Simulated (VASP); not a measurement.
Here is a VASP 6.6.1 calculation.

INCAR

```
ALGO = Normal
EDIFF = 1E-7
EDIFFG = -0.025
ENCUT = 600
GGA = PE
IBRION = 2
ISIF = 3
ISMEAR = 0
LASPH = T
LCHARG = F
LREAL = F
LWAVE = F
NELM = 100
NSW = 80
PREC = Accurate
SIGMA = 0.1
```

KPOINTS

```
k-points
0
Gamma
  4 4 2
```

Contents of POSCAR:

```
Zn4Se3S
1.0
   -4.0196689963      0.0206067766      0.0032821958
    0.0046399990     -0.0731619889     -5.5954129715
    0.0412434726     -8.1044007265     -0.1035803220
Zn Se S
4 3 1
Direct
    0.0175011141     -0.0212171183      0.2591373813
    0.5241607397      0.4769608360      0.5041363565
   -0.0151563469      0.0032875841      0.7493454383
    0.4557947225      0.5323403842      0.0058368012
    0.4691530107      0.7217588506      0.2276472392
    0.5507888321      0.7884384612      0.7756581635
   -0.0042687538      0.2415551171     -0.0094305492
    0.0020266815      0.2568758851      0.4876691692
```

Potentials or basis: VASP PAW PBE potentials, release 64 (Zn, Se, S).

The run is started by

```bash
$ cat potpaw_PBE.64/Zn/POTCAR potpaw_PBE.64/Se/POTCAR potpaw_PBE.64/S/POTCAR > POTCAR
$ mpirun -np 1 vasp_std > vasp.out
```

**Question.** Predict the relaxed volume.

**Answer.** 22.77 Å³/atom.

**Question.** Predict the band gap on the k mesh.

**Answer.** 1.27 eV, direct.

**Question.** Predict the relaxed cell.

**Answer.** a = 4.022 Å, b = 5.629 Å, c = 8.048 Å, α = 89.99°, β = 90.06°, γ = 89.97°.

Forces on the atoms (eV/Å):
```
Zn   0.007 -0.015  0.006
Zn   0.008 -0.010  0.002
Zn   0.009  0.006 -0.015
Zn  -0.013  0.000 -0.004
Se  -0.017 -0.004  0.012
Se   0.010  0.009 -0.015
Se  -0.018  0.007  0.006
S    0.012  0.007  0.008
```
